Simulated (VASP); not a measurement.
The system is BP (rocksalt type).

```
CELL_PARAMETERS angstrom
0.00000 1.76975 1.76975
1.76975 0.00000 1.76975
1.76975 1.76975 0.00000
ATOMIC_POSITIONS crystal
B 0.00000 0.00000 0.00000
P 0.50000 0.50000 0.50000
```

This cell differs from its parent crystal: volume scaled by 0.55.

Base run:

```yaml
Program: VASP 6.6.1
Functional: r2SCAN
Potentials_or_basis: VASP PAW PBE potentials, release 64 (B, P)
Cutoff: 520 eV
k_mesh: 17 × 17 × 17
Occupations: fermi-dirac, width 0.1 eV
Spin: no spin polarisation
```

Its results: band gap on the k mesh zero (band 4 reaches 21.21 eV, above the bottom of band 5 at 18.93 eV); pressure 272.6 GPa.

Task: The run is repeated on the same cell with these changes: occupations from fermi-dirac, width 0.1 eV to tetrahedron. What comes out?

Result: Band gap on the k mesh zero (band 4 reaches 21.21 eV, above the bottom of band 5 at 18.93 eV); pressure 271.1 GPa.

Caveats: the PAW data sets were made with another functional, which shifts forces and pressure a little; tetrahedron occupations give inexact forces and stress in metals (some runs).
